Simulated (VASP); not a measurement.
# Ge (Fd-3m) in VASP: a series of runs

Runs on Ge. Level: r2SCAN. Tasks: single point.

Program: VASP 6.6.1. These are calculated values, not measurements. Logs are shortened: lines on timing, memory, paths and dates and some standing lists are left out, and cuts for length are marked.

**Experimental background.**

From “Electronic and optical properties of SixGe1-x-ySny alloys lattice-matched to Ge”, 2021, arxiv:2109.02782, for a bulk crystal of Ge at 300 K: band gap 0.807 eV (direct).

How close the calculation comes is told below.

## 1. The cell of the first run

The structure is cubic, space group Fd-3m (No. 227). Conventional cell: a = 5.675 Å, b = 5.675 Å, c = 5.675 Å, α = 90.00°, β = 90.00°, γ = 90.00°. Within 3.2 Å of Ge (site symmetry -43m) lie 4 Ge at 2.46 Å.

## 2. Single point, r2SCAN

POSCAR reads:

```
Ge
1.0
    0.0000000000      2.8375308240      2.8375308240
    2.8375308240      0.0000000000      2.8375308240
    2.8375308240      2.8375308240      0.0000000000
Ge
2
Direct
    0.5000000000      0.5000000000      0.5000000000
    0.7500000000      0.7500000000      0.7500000000
```

INCAR.step1 reads:

```
PREC = Accurate
ENCUT = 520
ISMEAR = -1
SIGMA = 0.05
LREAL = F
LASPH = T
NELM = 80
NBANDS = 21
GGA = PE
ALGO = Normal
EDIFF = 1E-4
LWAVE = T
LCHARG = F
```

INCAR.step2 reads:

```
PREC = Accurate
ENCUT = 520
EDIFF = 1E-7
ISMEAR = -1
SIGMA = 0.05
LREAL = F
LASPH = T
NELM = 80
ALGO = Normal
ISIF = 2
LWAVE = F
LCHARG = F
METAGGA = R2SCAN
LMIXTAU = T
NBANDS = 21
ISTART = 1
```

KPOINTS reads:

```
Automatic mesh
0
Gamma
  12 12 12
```

Potentials or basis: VASP PAW PBE potentials, release 64 (Ge_d).

Started as:

```console
> cat potpaw_PBE.64/Ge_d/POTCAR > POTCAR
> cp INCAR.step1 INCAR
> mpirun -np 1 vasp_std > vasp.out
> cp INCAR.step2 INCAR
> mpirun -np 1 vasp_std > vasp.out
```

OUTCAR:

```text
PREC = Accurate
   ENCUT = 520
   EDIFF = 1E-7
   ISMEAR = -1
   LREAL = F
   LASPH = T
   NELM = 80
   ISIF = 2
   METAGGA = R2SCAN
   ISTART = 1

 ion  position               nearest neighbor table
   1  0.500  0.500  0.500-   2 2.46   2 2.46   2 2.46   2 2.46
   2  0.750  0.750  0.750-   1 2.46   1 2.46   1 2.46   1 2.46

  LATTYP: Found a face centered cubic cell.
 ALAT       =     5.6750616480

  Lattice vectors:

 A1 = (   0.0000000000,   2.8375308240,   2.8375308240)
 A2 = (   2.8375308240,   0.0000000000,   2.8375308240)
 A3 = (   2.8375308240,   2.8375308240,   0.0000000000)

Analysis of symmetry for initial positions (statically):
=====================================================================
 Subroutine PRICEL returns:
 Original cell was already a primitive cell.

 Routine SETGRP: Setting up the symmetry group for a
 face centered cubic supercell.

 Subroutine GETGRP returns: Found 48 space group operations
 (whereof 24 operations were pure point group operations)
 out of a pool of 48 trial point group operations.

The static configuration has the point symmetry T_d .
 The point group associated with its full space group is O_h .

Analysis of symmetry for dynamics (positions and initial velocities):
=====================================================================
 Subroutine PRICEL returns:
 Original cell was already a primitive cell.

 Routine SETGRP: Setting up the symmetry group for a
 face centered cubic supercell.

 Subroutine GETGRP returns: Found 48 space group operations
 (whereof 24 operations were pure point group operations)
 out of a pool of 48 trial point group operations.

The dynamic configuration has the point symmetry T_d .
 The point group associated with its full space group is O_h .

 Subroutine INISYM returns: Found 48 space group operations
 (whereof 24 operations are pure point group operations),
 and found     1 'primitive' translations

----------------------------------------------------------------------------------------

                                     Primitive cell

  volume of cell :      45.6932

  direct lattice vectors                    reciprocal lattice vectors
     0.000000000  2.837530824  2.837530824    -0.176209540  0.176209540  0.176209540
     2.837530824  0.000000000  2.837530824     0.176209540 -0.176209540  0.176209540
     2.837530824  2.837530824  0.000000000     0.176209540  0.176209540 -0.176209540

  length of vectors
     4.012874575  4.012874575  4.012874575     0.305203875  0.305203875  0.305203875

  position of ions in fractional coordinates (direct lattice)
     0.500000000  0.500000000  0.500000000
     0.750000000  0.750000000  0.750000000

  ion indices of the primitive-cell ions
   primitive index   ion index
                 1           1
                 2           2

----------------------------------------------------------------------------------------

 KPOINTS: Automatic mesh

Automatic generation of k-mesh.
 Grid dimensions read from file:
 generate k-points for:   12   12   12

 Generating k-lattice:

  Cartesian coordinates                     Fractional coordinates (reciprocal lattice)
    -0.014684128  0.014684128  0.014684128     0.083333333  0.000000000  0.000000000
     0.014684128 -0.014684128  0.014684128     0.000000000  0.083333333  0.000000000
     0.014684128  0.014684128 -0.014684128     0.000000000  0.000000000  0.083333333

  Length of vectors
     0.025433656  0.025433656  0.025433656

  Shift w.r.t. Gamma in fractional coordinates (k-lattice)
     0.000000000  0.000000000  0.000000000

 Subroutine IBZKPT returns following result:
 ===========================================

 Found     72 irreducible k-points:

 Following reciprocal coordinates:
            Coordinates               Weight
  0.000000  0.000000  0.000000      1.000000
  0.083333  0.000000  0.000000      8.000000
  0.166667  0.000000  0.000000      8.000000
  0.250000  0.000000  0.000000      8.000000
  0.333333  0.000000  0.000000      8.000000
  0.416667  0.000000  0.000000      8.000000
[... 16 lines left out ...]
  0.500000  0.166667  0.000000     24.000000
 -0.416667  0.166667  0.000000     24.000000
 [... further k-points ...]
   k-points           NKPTS =     72   k-points in BZ     NKDIM =     72   number of bands    NBANDS=     21
   number of dos      NEDOS =    301   number of ions     NIONS =      2
   total plane-waves  NPLWV =  27000
   dimension x,y,z NGX =    30 NGY =   30 NGZ =   30
   dimension x,y,z NGXF=    60 NGYF=   60 NGZF=   60
   ions per type =               2
   NGX,Y,Z   is equivalent  to a cutoff of  12.43, 12.43, 12.43 a.u.
   NGXF,Y,Z  is equivalent  to a cutoff of  24.86, 24.86, 24.86 a.u.
 SYSTEM =  unknown system
   PREC   = accura    normal or accurate (medium, high low for compatibility)
   ISTART =      1    job   : 0-new  1-cont  2-samecut
   ICHARG =      0    charge: 1-file 2-atom 10-const
   ISPIN  =      1    spin polarized calculation?
   LNONCOLLINEAR =      F non collinear calculations
   LSORBIT =      F    spin-orbit coupling
   LASPH  =      T    aspherical Exc in radial PAW
   ENCUT  =  520.0 eV  38.22 Ry    6.18 a.u.   7.46  7.46  7.46*2*pi/ulx,y,z
   NELM   =     80;   NELMIN=  2; NELMDL=  0     # of ELM steps
   EDIFF  = 0.1E-06   stopping-criterion for ELM
   LREAL  =      F    real-space projection
   EDIFFG = 0.1E-05   stopping-criterion for IOM
   NSW    =      0    number of steps for IOM
   IBRION =     -1    ionic relax: 0-MD 1-quasi-New 2-CG
   NFREE  =      0    steps in history (QN), initial steepest desc. (CG)
   ISIF   =      2    stress and relaxation
   ISYM   =      2    0-nonsym 1-usesym 2-fastsym
   POTIM  = 0.5000    time-step for ionic-motion
   TEBEG  =    0.0;   TEEND  =   0.0 temperature during run
   PSTRESS=    0.0 pullay stress
   NELECT =      28.0000    total number of electrons
   NUPDOWN=      -1.0000    fix difference up-down
   EMIN   =  10.00;   EMAX   =-10.00  energy-range for DOS
   EFERMI =   0.00;   METHOD = LEGACY
   ISMEAR =    -1;   SIGMA  =   0.05  broadening in eV -4-tet -1-fermi 0-gaus
   EFERMI_NEDOS =   21; number of points for ismear=-14 and -15
   IALGO  =     38    algorithm
   IMIX   =      4    mixing-type and parameters
     AMIX     =   0.40;   BMIX     =  1.00
     AMIX_MAG =   1.60;   BMIX_MAG =  1.00
  volume/ion in A,a.u.               =      22.85       154.18
  Fermi-wavevector in a.u.,A,eV,Ry     =   1.390519  2.627700 26.307450  1.933543
  Thomas-Fermi vector in A             =   2.514446
   LORBIT       =      0    0 simple, 1 ext, 2 COOP (PROOUT), +10 PAW based schemes
   METAGGA = R2SCAN    functional components
   LHFCALC =     F    Hartree Fock is set to
   AEXX    =    0.0000 exact exchange contribution
   IVDW    =     0    specifies the selected vdW correction
   LEPSILON=     F    determine dielectric tensor
   LRPA    =     F    only Hartree local field effects (RPA)
 non-spin polarized calculation
  energy-cutoff  :      520.00
  volume of cell :       45.69
 maximum number of plane-waves:      1248
 NGX is ok and might be reduce to    30
   NGX = 15   NGY = 15   NGZ = 15

 number of electron      28.0000014 magnetization

 Free energy of the ion-electron system (eV)
  ---------------------------------------------------
  ext. energy  EPLUGINS =         0.00000000
  ---------------------------------------------------
  free energy    TOTEN  =       -27.74441158 eV

  energy without entropy =      -27.74434348  energy(sigma->0) =      -27.74437753

 E-fermi :   4.8867     XC(G=0): -10.7721

 val. band max:        4.7113699343   @ k =   0.0000   0.0000   0.0000
 cond. band min:       5.0271915082   @ k =   0.0000   0.0000   0.0000
 fundamental gap:      0.3158215739
 Fermi energy:         4.8867326892

 k-point     1 :       0.0000    0.0000    0.0000
  band No.  band energies     occupation
      1     -20.7705      2.00000
      2     -20.7705      2.00000
      3     -20.7704      2.00000
      4     -20.7318      2.00000
      5     -20.7318      2.00000
      6     -20.5192      2.00000
[... 13 lines left out ...]
     20      14.6241      0.00000
     21      14.6241      0.00000

 k-point     2 :       0.0833    0.0000    0.0000
  band No.  band energies     occupation
      1     -20.7748      2.00000
      2     -20.7747      2.00000
      3     -20.7693      2.00000
      4     -20.7259      2.00000
      5     -20.7259      2.00000
      6     -20.5247      2.00000
[... 13 lines left out ...]
     20      14.0836      0.00000
     21      14.0836      0.00000

 k-point     3 :       0.1667    0.0000    0.0000
  band No.  band energies     occupation
      1     -20.7825      2.00000
      2     -20.7824      2.00000
      3     -20.7661      2.00000
      4     -20.7139      2.00000
      5     -20.7139      2.00000
      6     -20.5340      2.00000
[... 13 lines left out ...]
     20      13.5231      0.00000
     21      13.5231      0.00000

 k-point     4 :       0.2500    0.0000    0.0000
  band No.  band energies     occupation
      1     -20.7889      2.00000
      2     -20.7889      2.00000
      3     -20.7617      2.00000
      4     -20.7025      2.00000
      5     -20.7025      2.00000
      6     -20.5421      2.00000
[... 13 lines left out ...]
     20      13.5071      0.00000
     21      13.5071      0.00000

 k-point     5 :       0.3333    0.0000    0.0000
  band No.  band energies     occupation
      1     -20.7928      2.00000
      2     -20.7928      2.00000
      3     -20.7572      2.00000
      4     -20.6943      2.00000
      5     -20.6943      2.00000
      6     -20.5471      2.00000
[... 13 lines left out ...]
     20      14.1740      0.00000
     21      14.1741      0.00000
[... 382 lines left out ...]
     20      15.0377      0.00000
     21      15.5098      0.00000

 k-point    22 :       0.4167    0.1667    0.0000
  band No.  band energies     occupation
      1     -20.8081      2.00000
      2     -20.7952      2.00000
      3     -20.7466      2.00000
      4     -20.6839      2.00000
      5     -20.6630      2.00000
      6     -20.5970      2.00000
[... 13 lines left out ...]
     20      15.4883      0.00000
     21      16.4456      0.00000

 k-point    23 :       0.5000    0.1667    0.0000
  band No.  band energies     occupation
      1     -20.8122      2.00000
      2     -20.7988      2.00000
      3     -20.7356      2.00000
      4     -20.6748      2.00000
      5     -20.6667      2.00000
      6     -20.5897      2.00000
[... 13 lines left out ...]
     20      16.3825      0.00000
     21      16.5483      0.00000

 k-point    24 :      -0.4167    0.1667    0.0000
  band No.  band energies     occupation
      1     -20.8124      2.00000
      2     -20.8013      2.00000
      3     -20.7299      2.00000
      4     -20.6761      2.00000
      5     -20.6683      2.00000
      6     -20.5761      2.00000
[... 13 lines left out ...]
     20      14.9104      0.00000
     21      15.6975      0.00000

 [... further k-points ...]

------------------------ aborting loop because EDIFF is reached ----------------------------------------

  FORCE on cell =-STRESS in cart. coord.  units (eV):
  Direction    XX          YY          ZZ          XY          YZ          ZX
  --------------------------------------------------------------------------------------
  -------------------------------------------------------------------------------------
  Total        0.0123818      0.0123818      0.0123818      0.0000000      0.0000000      0.0000000
  in kB        0.4341511      0.4341511      0.4341511      0.0000000      0.0000000      0.0000000
  external PRESSURE =       0.4341511 kB  Pullay stress =       0.0000000 kB

 VOLUME and BASIS-vectors are now :
 -----------------------------------------------------------------------------
  energy-cutoff  :      520.00
  volume of cell :       45.69
      direct lattice vectors                 reciprocal lattice vectors
     0.000000000  2.837530824  2.837530824    -0.176209540  0.176209540  0.176209540
     2.837530824  0.000000000  2.837530824     0.176209540 -0.176209540  0.176209540
     2.837530824  2.837530824  0.000000000     0.176209540  0.176209540 -0.176209540

 POSITION                                       TOTAL-FORCE (eV/Angst)
 -----------------------------------------------------------------------------------
      2.83753      2.83753      2.83753         0.000000      0.000000     -0.000000
      4.25630      4.25630      4.25630        -0.000000      0.000000      0.000000
 -----------------------------------------------------------------------------------
    total drift:                                0.000000     -0.000000     -0.000000

  FREE ENERGIE OF THE ION-ELECTRON SYSTEM (eV)
  ---------------------------------------------------
  free  energy   TOTEN  =       -27.7444115768 eV

  energy  without entropy=      -27.7443434770  energy(sigma->0) =      -27.74437753
```

It took 2.6 min on 1 thread of AMD EPYC 9R45 (Zen 5), shared host; peak memory 0.16 GiB.

What came out:

| Property | Result |
| --- | --- |
| Free energy | -27.7444 eV |
| Pressure | 0.0 GPa |
| Band gap on the k mesh | 0.32 eV, direct |

Caveat: the PAW data sets were made with another functional, which shifts forces and pressure a little.

(Part 1 of 2 ends here.)
